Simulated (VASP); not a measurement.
# MgC2: relaxation of cell and atoms with PBE

MgC2:

```
Mg C
1.0
     6.75246    0.00000    0.00000
    -3.37623    5.84780    0.00000
     0.00000    0.00000    5.27895
Mg C
1 2
Cartesian
  0.0000 0.0000 2.6395
  0.0000 0.0000 0.6200
  0.0000 0.0000 4.6589
```

```
Program                : VASP 6.6.1
Task                   : relaxation of cell and atoms
Functional             : PBE
Potentials or basis    : VASP PAW PBE potentials, release 64 (Mg, C)
Cutoff                 : 600 eV
k mesh                 : 6 × 6 × 4
Occupations            : gaussian, width 0.02 eV
Spin                   : no spin polarisation
Dipole correction      : no
Further INCAR settings : ALGO = Normal; EDIFF = 1e-06; IBRION = 2; EDIFFG = -0.01; NSW = 100; ISIF = 3
```

```json
{
  "Relaxed cell": "a = 6.753 Å, b = 6.753 Å, c = 5.280 Å, α = 90.00°, β = 90.00°, γ = 120.00°",
  "Space group after relaxing (to 0.05 Å)": "P6/mmm (No. 191)",
  "Energy gained by relaxing": "0.0 meV/atom",
  "Ionic steps": "3",
  "Pressure after relaxing": "0.0 GPa",
  "Band gap on the k mesh": "3.98 eV, indirect (least direct gap 3.98 eV)"
}
```

Final structure:
```
Mg C
1.0
     6.75272    0.00000    0.00000
    -3.37636    5.84803    0.00000
     0.00000    0.00000    5.27977
Mg C
1 2
Direct
  0.00000 0.00000 0.50000
  0.00000 0.00000 0.11754
  0.00000 0.00000 0.88246
```

Levels at points of the mesh, in eV from the valence-band top:
```csv
k point,band 2,band 3,band 4,band 5,band 6,band 7,band 8,band 9
"(0.00, 0.00, 0.00)",-3.12,-1.87,-0.13,-0.13,4.38,6.21,6.21,6.68
"(0.50, 0.00, 0.00)",-3.12,-1.85,-0.18,-0.14,5.06,5.31,6.10,6.18
"(0.00, 0.00, 0.50)",-3.92,-0.71,0.00,0.00,4.46,4.47,4.47,6.26
"(0.50, 0.00, 0.50)",-3.91,-0.70,-0.03,-0.01,3.97,4.36,5.06,7.28
```

Run time: 120 s on 1 thread of Intel Xeon 6975P-C, on a shared host, peak memory 0.38 GiB.

A k mesh can miss the band edges. Expect the measured gap to be larger: semilocal functionals such as PBE lack the derivative discontinuity.
